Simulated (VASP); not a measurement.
Here is a VASP 6.6.1 calculation.

Contents of POSCAR:

```
BN
1.0
    0.0000000000      1.8130010000      1.8130010000
    1.8130010000      0.0000000000      1.8130010000
    1.8130010000      1.8130010000      0.0000000000
B N
1 1
Direct
    0.0000000000      0.0000000000      0.0000000000
    0.7858256313      0.7380581229      0.7380581229
```

File INCAR.step1:

```
SYSTEM = BN
  ALGO = Normal
  EDIFF = 1E-4
  ENCUT = 520
  GGA = PE
  ISMEAR = 0
  LASPH = .True.
  LCHARG = .False.
  LREAL = .False.
  LWAVE = .True.
  NBANDS = 11
  NELM = 100
  PREC = Accurate
  SIGMA = 0.05
```

Contents of INCAR.step2:

```
SYSTEM = BN
  ALGO = Normal
  EDIFF = 1E-6
  ENCUT = 520
  ISIF = 2
  ISMEAR = 0
  ISTART = 1
  LASPH = .True.
  LCHARG = .True.
  LELF = .True.
  LMIXTAU = .True.
  LREAL = .False.
  LVHAR = .True.
  LWAVE = .False.
  METAGGA = R2SCAN
  NBANDS = 11
  NELM = 100
  PREC = Accurate
  SIGMA = 0.05
```

Contents of KPOINTS:

```
k-points
0
Gamma
  12 12 12
  0 0 0
```

Potentials or basis: VASP PAW PBE potentials, release 64 (B, N).

The run is started by

```console
$ cat potpaw_PBE.64/B/POTCAR potpaw_PBE.64/N/POTCAR > POTCAR
$ cp INCAR.step1 INCAR
$ mpirun -np 1 vasp_std > vasp.out
$ cp INCAR.step2 INCAR
$ mpirun -np 1 vasp_std > vasp.out
```

Problem. Predict the band gap on the k mesh.

Solution. 4.21 eV (least direct gap 8.31 eV).

Problem. Predict the largest force.

Solution. 1.476 eV/Å.

Problem. What does it give for the pressure?

Solution. -2.7 GPa.

Stress tensor (GPa, compression positive):
```
-2.68 -0.89 -0.89
-0.89 -2.68  0.89
-0.89  0.89 -2.68
```

Caveat: the cell differs from its parent crystal (all N atoms moved -0.075 Å, as atom 2 towards its neighbour atom 1 (B) at 1.570 Å); the PAW data sets were made with another functional, which shifts forces and pressure a little. A k mesh can miss the band edges.
